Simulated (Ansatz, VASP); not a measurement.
## One calculation of P, two programs

The input INCAR:

```
SYSTEM = P
  PREC = Accurate
  ENCUT = 520
  EDIFF = 1E-6
  ISMEAR = -1
  SIGMA = 0.08
  LREAL = .False.
  LASPH = .True.
  NELM = 60
  ALGO = Normal
  ISIF = 2
  LWAVE = .False.
  LCHARG = .True.
  GGA = PE
  LELF = .True.
  LVHAR = .True.
  NBANDS = 8
```

KPOINTS

```
Automatic mesh
0
Gamma
  14 14 13
  0 0 0
```

POSCAR

```
P
1.0
    4.2729048574      0.0000000000      0.0000000000
    0.0000000000      4.2729048574      0.0000000000
    0.0000000000      0.0000000000      4.3780000000
P
1
Direct
    0.0000000000      0.0000000000      0.0000000000
```

Input for Ansatz:

```yaml
crystal:
  lattice:
    - [4.2729048574, 0.0, 0.0]
    - [0.0, 4.2729048574, 0.0]
    - [0.0, 0.0, 4.378]
  atoms:
    - { symbol: P, position: [0.0, 0.0, 0.0] }
kpoints:
  mp_grid: { grid: [14, 14, 13] }
scf:
  occupations: { method: fermi_dirac, width: 0.08 }
hamiltonian:
  xc: pbe
  pseudopotentials: { kind: all_electron, lapw: { basis_error: 0.00025 } }
output:
  forces: true
  stress: true
  eigenvalues: true
```

Alike in both runs: task single point; functional PBE; k mesh 14 × 14 × 13; occupations fermi-dirac, width 0.08 eV; no spin polarisation.

|  | VASP | Ansatz |
| --- | --- | --- |
| version | VASP 6.6.1 | Ansatz 0.2.0 |
| potentials or method | VASP PAW PBE potentials, release 64 (P), cutoff 520 eV | all-electron LAPW, scalar-relativistic |

|  | VASP | Ansatz | Ansatz less VASP |
| --- | --- | --- | --- |
| pressure (GPa) | -3.5 | -3.5 | +0.01 |
| traceless stress, the component that is largest in VASP (GPa) | 0.27 | 0.27 | 0.000 |

Ansatz ran all-electron here, and VASP with PAW potentials.
